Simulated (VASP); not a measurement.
Set up this calculation in VASP 6.6.1, as the native input.

```yaml
Task: single point
Functional: BLYP
Potentials_or_basis: VASP PAW PBE potentials, release 64 (Pb_d)
Cutoff: 520 eV
k_mesh: 17 × 17 × 17
Occupations: fermi-dirac, width 0.1 eV
Spin: no spin polarisation
Dipole_correction: no
Further_INCAR_settings: ALGO = Normal; EDIFF = 1e-07; NBANDS = 13
```

The structure of Pb lies in POSCAR:

```
Pb
1.0
    0.0000000000      2.5895810399      2.5895810399
    2.5895810399      0.0000000000      2.5895810399
    2.5895810399      2.5895810399      0.0000000000
Pb
1
Direct
    0.0000000000      0.0000000000      0.0000000000
```

One way to write it, as run:

INCAR

```
PREC = Accurate ; ENCUT = 520
EDIFF = 1E-7 ; ISMEAR = -1
SIGMA = 0.1 ; LREAL = F
LASPH = T ; NELM = 60
ALGO = Normal ; ISIF = 2
LWAVE = F ; LCHARG = F
GGA = B5 ; ALDAX = 1.0
AGGAX = 1.0 ; AGGAC = 1.0
ALDAC = 0.0 ; NBANDS = 13
```

KPOINTS

```
Automatic mesh
0
Gamma
  17 17 17
```

Potentials or basis: VASP PAW PBE potentials, release 64 (Pb_d).

Launch:

```console
$ cat potpaw_PBE.64/Pb_d/POTCAR > POTCAR
$ mpirun -np 1 vasp_std > vasp.out
```

It gave:

| Property | Result |
| --- | --- |
| Pressure | 0.1 GPa |
| Band gap on the k mesh | zero (band 7 reaches 12.53 eV, above the bottom of band 8 at 5.05 eV) |

Caveat: the PAW data sets were made with another functional, which shifts forces and pressure a little; spin-orbit coupling is left out, which moves the levels of the heavy elements.

It took 25 s on 1 thread of Intel(R) Xeon(R) 6975P-C (Granite Rapids) (shared host), peak memory 0.2 GiB.
